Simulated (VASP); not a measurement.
# Nb (I4/mmm) in VASP: further runs

The runs below take Nb through single point, with PBE.

Program: VASP 6.6.1. These are calculated values, not measurements. Logs are shortened: lines on timing, memory, paths and dates and some standing lists are left out, and cuts for length are marked.

## 1. The cell of the first run

It takes space group I4/mmm (No. 139, tetragonal). The conventional cell has a = 3.245 Å, b = 3.245 Å, c = 3.328 Å, α = 90.00°, β = 90.00°, γ = 90.00°. Within 3.7 Å of Nb (site symmetry 4/mmm) lie 14 Nb at 2.83 to 3.33 Å.

## 2. Single point, PBE (strain -0.025 along x and y, +0.000 along z)

Contents of INCAR:

```
SYSTEM = Nb
ALGO     = Fast           ! electronic algorithm
EDIFF    = 1E-7           ! SCF threshold, eV
ENCUT    = 520            ! plane-wave cutoff, eV
GGA      = PE             ! functional
ISIF     = 2              ! what is computed and relaxed
ISMEAR   = 0              ! smearing method
LASPH    = .True.         ! aspherical terms in the spheres
LCHARG   = .False.        ! write CHGCAR
LREAL    = .False.        ! projectors in reciprocal space
LWAVE    = .False.        ! write WAVECAR
NBANDS   = 12             ! bands
NELM     = 100            ! most SCF steps
PREC     = Accurate       ! precision mode
SIGMA    = 0.15           ! smearing width, eV
```

Contents of KPOINTS:

```
k-points
0
Gamma
  20 20 20
  0 0 0
```

Contents of POSCAR:

```
Nb
1.0
   -1.6223512500      1.6223512500      1.6639500000
    1.6223512500     -1.6223512500      1.6639500000
    1.6223512500      1.6223512500     -1.6639500000
Nb
1
Direct
    0.0000000000      0.0000000000      0.0000000000
```

Potentials or basis: VASP PAW PBE potentials, release 64 (Nb_sv).

Run with:

```bash
> cat potpaw_PBE.64/Nb_sv/POTCAR > POTCAR
> mpirun -np 1 vasp_std > vasp.out
```

OUTCAR:

```text
SYSTEM = Nb
   EDIFF = 1E-7
   ENCUT = 520
   GGA = PE
   ISIF = 2
   ISMEAR = 0
   LASPH = .True.
   LREAL = .False.
   NELM = 100
   PREC = Accurate

 ion  position               nearest neighbor table
   1  0.000  0.000  0.000-

  LATTYP: Found a body centered tetragonal cell.
 ALAT       =     3.2447025000
 C/A-ratio  =     1.0256410256

  Lattice vectors:

 A1 = (  -1.6223512500,   1.6223512500,   1.6639500000)
 A2 = (   1.6223512500,  -1.6223512500,   1.6639500000)
 A3 = (   1.6223512500,   1.6223512500,  -1.6639500000)

Analysis of symmetry for initial positions (statically):
=====================================================================
 Subroutine PRICEL returns:
 Original cell was already a primitive cell.

 Routine SETGRP: Setting up the symmetry group for a
 body centered tetragonal supercell.

 Subroutine GETGRP returns: Found 16 space group operations
 (whereof 16 operations were pure point group operations)
 out of a pool of 16 trial point group operations.

The static configuration has the point symmetry D_4h.

Analysis of symmetry for dynamics (positions and initial velocities):
=====================================================================
 Subroutine PRICEL returns:
 Original cell was already a primitive cell.

 Routine SETGRP: Setting up the symmetry group for a
 body centered tetragonal supercell.

 Subroutine GETGRP returns: Found 16 space group operations
 (whereof 16 operations were pure point group operations)
 out of a pool of 16 trial point group operations.

The dynamic configuration has the point symmetry D_4h.

 Subroutine INISYM returns: Found 16 space group operations
 (whereof 16 operations are pure point group operations),
 and found     1 'primitive' translations

----------------------------------------------------------------------------------------

                                     Primitive cell

  volume of cell :      17.5182

  direct lattice vectors                    reciprocal lattice vectors
    -1.622351250  1.622351250  1.663950000     0.000000000  0.308194665  0.300489798
     1.622351250 -1.622351250  1.663950000     0.308194665  0.000000000  0.300489798
     1.622351250  1.622351250 -1.663950000     0.308194665  0.308194665  0.000000000

  length of vectors
     2.834215369  2.834215369  2.834215369     0.430439392  0.430439392  0.435853075

  position of ions in fractional coordinates (direct lattice)
     0.000000000  0.000000000  0.000000000

  ion indices of the primitive-cell ions
   primitive index   ion index
                 1           1

----------------------------------------------------------------------------------------

 KPOINTS: k-points

Automatic generation of k-mesh.
 Grid dimensions read from file:
 generate k-points for:   20   20   20

 Generating k-lattice:

  Cartesian coordinates                     Fractional coordinates (reciprocal lattice)
     0.000000000  0.015409733  0.015024490     0.050000000  0.000000000  0.000000000
     0.015409733  0.000000000  0.015024490     0.000000000  0.050000000  0.000000000
     0.015409733  0.015409733  0.000000000     0.000000000  0.000000000  0.050000000

  Length of vectors
     0.021521970  0.021521970  0.021792654

  Shift w.r.t. Gamma in fractional coordinates (k-lattice)
     0.000000000  0.000000000  0.000000000

 Subroutine IBZKPT returns following result:
 ===========================================

 Found    641 irreducible k-points:

 Following reciprocal coordinates:
            Coordinates               Weight
  0.000000  0.000000  0.000000      1.000000
  0.050000  0.000000 -0.000000      8.000000
  0.100000  0.000000 -0.000000      8.000000
  0.150000  0.000000 -0.000000      8.000000
  0.200000  0.000000 -0.000000      8.000000
  0.250000  0.000000 -0.000000      8.000000
[... 16 lines left out ...]
 -0.400000  0.050000  0.000000     16.000000
 -0.350000  0.050000  0.000000     16.000000
 [... further k-points ...]
   k-points           NKPTS =    641   k-points in BZ     NKDIM =    641   number of bands    NBANDS=     12
   number of dos      NEDOS =    301   number of ions     NIONS =      1
   total plane-waves  NPLWV =  13824
   dimension x,y,z NGX =    24 NGY =   24 NGZ =   24
   dimension x,y,z NGXF=    48 NGYF=   48 NGZF=   48
   ions per type =               1
   NGX,Y,Z   is equivalent  to a cutoff of  14.08, 14.08, 14.08 a.u.
   NGXF,Y,Z  is equivalent  to a cutoff of  28.16, 28.16, 28.16 a.u.
 SYSTEM =  Nb
   PREC   = accura    normal or accurate (medium, high low for compatibility)
   ISTART =      0    job   : 0-new  1-cont  2-samecut
   ICHARG =      2    charge: 1-file 2-atom 10-const
   ISPIN  =      1    spin polarized calculation?
   LNONCOLLINEAR =      F non collinear calculations
   LSORBIT =      F    spin-orbit coupling
   LASPH  =      T    aspherical Exc in radial PAW
   ENCUT  =  520.0 eV  38.22 Ry    6.18 a.u.   5.27  5.27  5.27*2*pi/ulx,y,z
   NELM   =    100;   NELMIN=  2; NELMDL= -5     # of ELM steps
   EDIFF  = 0.1E-06   stopping-criterion for ELM
   LREAL  =      F    real-space projection
   EDIFFG = 0.1E-05   stopping-criterion for IOM
   NSW    =      0    number of steps for IOM
   IBRION =     -1    ionic relax: 0-MD 1-quasi-New 2-CG
   NFREE  =      0    steps in history (QN), initial steepest desc. (CG)
   ISIF   =      2    stress and relaxation
   ISYM   =      2    0-nonsym 1-usesym 2-fastsym
   POTIM  = 0.5000    time-step for ionic-motion
   TEBEG  =    0.0;   TEEND  =   0.0 temperature during run
   PSTRESS=    0.0 pullay stress
   NELECT =      13.0000    total number of electrons
   NUPDOWN=      -1.0000    fix difference up-down
   EMIN   =  10.00;   EMAX   =-10.00  energy-range for DOS
   EFERMI =   0.00;   METHOD = LEGACY
   ISMEAR =     0;   SIGMA  =   0.15  broadening in eV -4-tet -1-fermi 0-gaus
   EFERMI_NEDOS =   21; number of points for ismear=-14 and -15
   IALGO  =     68    algorithm
   IMIX   =      4    mixing-type and parameters
     AMIX     =   0.40;   BMIX     =  1.00
     AMIX_MAG =   1.60;   BMIX_MAG =  1.00
  volume/ion in A,a.u.               =      17.52       118.22
  Fermi-wavevector in a.u.,A,eV,Ry     =   1.482152  2.800860 29.888913  2.196773
  Thomas-Fermi vector in A             =   2.595973
   LORBIT       =      0    0 simple, 1 ext, 2 COOP (PROOUT), +10 PAW based schemes
   GGA     = PE    functional components
   LHFCALC =     F    Hartree Fock is set to
   AEXX    =    0.0000 exact exchange contribution
   IVDW    =     0    specifies the selected vdW correction
   LEPSILON=     F    determine dielectric tensor
   LRPA    =     F    only Hartree local field effects (RPA)
 non-spin polarized calculation
 RMM-DIIS sequential band-by-band and
 Gauss-broadening in eV      SIGMA  =   0.15
  energy-cutoff  :      520.00
  volume of cell :       17.52
 maximum number of plane-waves:       484
 NGX is ok and might be reduce to    24
   NGX = 11   NGY = 11   NGZ = 11

 number of electron      13.0000001 magnetization

 Free energy of the ion-electron system (eV)
  ---------------------------------------------------
  ext. energy  EPLUGINS =         0.00000000
  ---------------------------------------------------
  free energy    TOTEN  =       -10.21077356 eV

  energy without entropy =      -10.19468379  energy(sigma->0) =      -10.20272867

 E-fermi :  11.5841     XC(G=0): -12.6438

 val. band max:       11.5823669317   @ k =   0.1000   0.0500  -0.0000
 cond. band min:      11.5845631118   @ k =   0.5000   0.3000  -0.0000
 fundamental gap:      0.0021961800
 Fermi energy:        11.5841423320

 k-point     1 :       0.0000    0.0000    0.0000
  band No.  band energies     occupation
      1     -42.7591      2.00000
      2     -17.9945      2.00000
      3     -17.9938      2.00000
      4     -17.9938      2.00000
      5       5.5769      2.00000
      6      11.8416      0.01520
      7      11.8416      0.01520
      8      12.1284      0.00000
      9      14.7327      0.00000
     10      15.1214      0.00000
     11      25.5787      0.00000
     12      26.0256      0.00000

 k-point     2 :       0.0500    0.0000   -0.0000
  band No.  band energies     occupation
      1     -42.7526      2.00000
      2     -18.0335      2.00000
      3     -18.0053      2.00000
      4     -17.9943      2.00000
      5       5.6836      2.00000
      6      11.8293      0.02084
      7      11.8413      0.01535
      8      12.1651      0.00000
      9      14.6519      0.00000
     10      15.0921      0.00000
     11      25.7440      0.00000
     12      26.2073      0.00000

 k-point     3 :       0.1000    0.0000   -0.0000
  band No.  band energies     occupation
      1     -42.7336      2.00000
      2     -18.1467      2.00000
      3     -18.0387      2.00000
      4     -17.9947      2.00000
      5       5.9915      2.00000
      6      11.7134      0.22307
      7      11.7766      0.06954
      8      12.4115      0.00000
      9      14.4433      0.00000
     10      15.0510      0.00000
     11      26.0765      0.00000
     12      26.7476      0.00000

 k-point     4 :       0.1500    0.0000   -0.0000
  band No.  band energies     occupation
      1     -42.7041      2.00000
      2     -18.3201      2.00000
      3     -18.0903      2.00000
      4     -17.9955      2.00000
      5       6.4618      2.00000
      6      11.4606      1.75574
      7      11.6557      0.50017
      8      12.8882      0.00000
      9      14.2457      0.00000
     10      15.0360      0.00000
     11      26.3623      0.00000
     12      27.5611      0.00000

 k-point     5 :       0.2000    0.0000   -0.0000
  band No.  band energies     occupation
      1     -42.6665      2.00000
      2     -18.5337      2.00000
      3     -18.1545      2.00000
      4     -17.9965      2.00000
      5       7.0190      2.00000
      6      11.1524      1.99995
      7      11.4932      1.60897
      8      13.5497      0.00000
      9      14.1888      0.00000
     10      15.0563      0.00000
     11      26.3922      0.00000
     12      27.9954      0.00000
[... 228 lines left out ...]
      1     -42.4864      2.00000
      2     -19.4561      2.00000
      3     -18.4554      2.00000
      4     -18.0169      2.00000
      5       7.8303      2.00000
      6       9.9658      2.00000
      7      13.5863      0.00000
      8      14.8036      0.00000
      9      15.8106      0.00000
     10      18.2161      0.00000
     11      23.4931      0.00000
     12      23.9581      0.00000

 k-point    22 :      -0.4500    0.0500    0.0000
  band No.  band energies     occupation
      1     -42.4996      2.00000
      2     -19.3922      2.00000
      3     -18.4331      2.00000
      4     -18.0171      2.00000
      5       7.8921      2.00000
      6      10.0414      2.00000
      7      13.1078      0.00000
      8      14.8080      0.00000
      9      15.7156      0.00000
     10      17.7060      0.00000
     11      23.7858      0.00000
     12      24.4474      0.00000

 k-point    23 :      -0.4000    0.0500    0.0000
  band No.  band energies     occupation
      1     -42.5248      2.00000
      2     -19.2687      2.00000
      3     -18.3908      2.00000
      4     -18.0167      2.00000
      5       7.9774      2.00000
      6      10.1910      2.00000
      7      12.4276      0.00000
      8      14.6769      0.00000
      9      15.5813      0.00000
     10      16.8708      0.00000
     11      24.3313      0.00000
     12      25.3098      0.00000

 k-point    24 :      -0.3500    0.0500    0.0000
  band No.  band energies     occupation
      1     -42.5593      2.00000
      2     -19.0957      2.00000
      3     -18.3321      2.00000
      4     -18.0159      2.00000
      5       7.9933      2.00000
      6      10.4078      2.00000
      7      11.7842      0.05924
      8      14.4681      0.00000
      9      15.4338      0.00000
     10      15.9037      0.00000
     11      25.0534      0.00000
     12      26.3513      0.00000

 [... further k-points ...]
[... 5 lines left out ...]
  --------------------------------------------------------------------------------------
  -------------------------------------------------------------------------------------
  Total        0.7668157      0.7668157      0.4065219      0.0000000     -0.0000000      0.0000000
  in kB       70.1312423     70.1312423     37.1795813      0.0000000     -0.0000000      0.0000000
  external PRESSURE =      59.1473553 kB  Pullay stress =       0.0000000 kB

 VOLUME and BASIS-vectors are now :
 -----------------------------------------------------------------------------
  energy-cutoff  :      520.00
  volume of cell :       17.52
      direct lattice vectors                 reciprocal lattice vectors
    -1.622351250  1.622351250  1.663950000     0.000000000  0.308194665  0.300489798
     1.622351250 -1.622351250  1.663950000     0.308194665  0.000000000  0.300489798
     1.622351250  1.622351250 -1.663950000     0.308194665  0.308194665  0.000000000

 POSITION                                       TOTAL-FORCE (eV/Angst)
 -----------------------------------------------------------------------------------
      0.00000      0.00000      0.00000         0.000000      0.000000      0.000000
 -----------------------------------------------------------------------------------
    total drift:                                0.000000      0.000000     -0.000000

  FREE ENERGIE OF THE ION-ELECTRON SYSTEM (eV)
  ---------------------------------------------------
  free  energy   TOTEN  =       -10.2107735567 eV

  energy  without entropy=      -10.1946837921  energy(sigma->0) =      -10.20272867
```

Run time: 2.9 min. Hardware: 1 thread of Intel Xeon Platinum 8488C (Sapphire Rapids), shared host; peak memory 0.25 GiB.

What came out:

```yaml
Free_energy: -10.2108 eV
Pressure: 5.9 GPa
```

Stress tensor (GPa, compression positive):
```
7.01 0.00 0.00
0.00 7.01 0.00
0.00 0.00 3.72
```

Caveat: the cell differs from its parent crystal (strain -0.025 along x and y, +0.000 along z).

## 3. Single point, PBE (strain +0.000 along x and y, -0.025 along z)

Contents of INCAR:

```
SYSTEM = Nb
PREC = Accurate ; ENCUT = 520
EDIFF = 1E-7 ; ISMEAR = 0
SIGMA = 0.15 ; LREAL = .False.
LASPH = .True. ; NELM = 80
ALGO = Fast ; ISIF = 2
LWAVE = .False. ; LCHARG = .False.
GGA = PE ; NBANDS = 12
```

Contents of KPOINTS:

```
regular mesh
0
Gamma
  20 20 20
  0 0 0
```

Contents of POSCAR:

```
Nb
1.0
   -1.6639500000      1.6639500000      1.6223512500
    1.6639500000     -1.6639500000      1.6223512500
    1.6639500000      1.6639500000     -1.6223512500
Nb
1
Direct
    0.0000000000      0.0000000000      0.0000000000
```

Potentials or basis: VASP PAW PBE potentials, release 64 (Nb_sv).

Run with:

```bash
> cat potpaw_PBE.64/Nb_sv/POTCAR > POTCAR
> mpirun -np 1 vasp_std > vasp.out
```

It took 3.5 min on 1 thread of Intel Xeon Platinum 8488C (Sapphire Rapids), shared host; peak memory 0.25 GiB.

The run converged. Its results:

* Free energy: -10.2213 eV
* Pressure: 1.3 GPa

Stress tensor (GPa, compression positive):
```
0.37 0.00 0.00
0.00 0.37 0.00
0.00 0.00 3.09
```

Levels at points of the mesh, in eV from the Fermi level:
```csv
k point,band 3,band 4,band 5,band 6,band 7,band 8,band 9,band 10
"(0.00, 0.00, 0.00)",-29.66,-29.66,-5.96,0.17,0.46,0.46,3.07,3.46
"(0.50, 0.00, 0.00)",-30.10,-29.69,-3.75,-1.77,2.35,3.38,4.11,6.40
"(0.50, 0.50, 0.00)",-30.08,-29.66,-3.72,-1.47,2.16,3.05,3.87,6.34
"(0.50, 0.50, 0.50)",-30.62,-30.55,-3.78,-3.71,5.58,5.58,5.67,8.89
```

Caveat: the cell differs from its parent crystal (strain +0.000 along x and y, -0.025 along z).

(Part 1 of 2 ends here.)
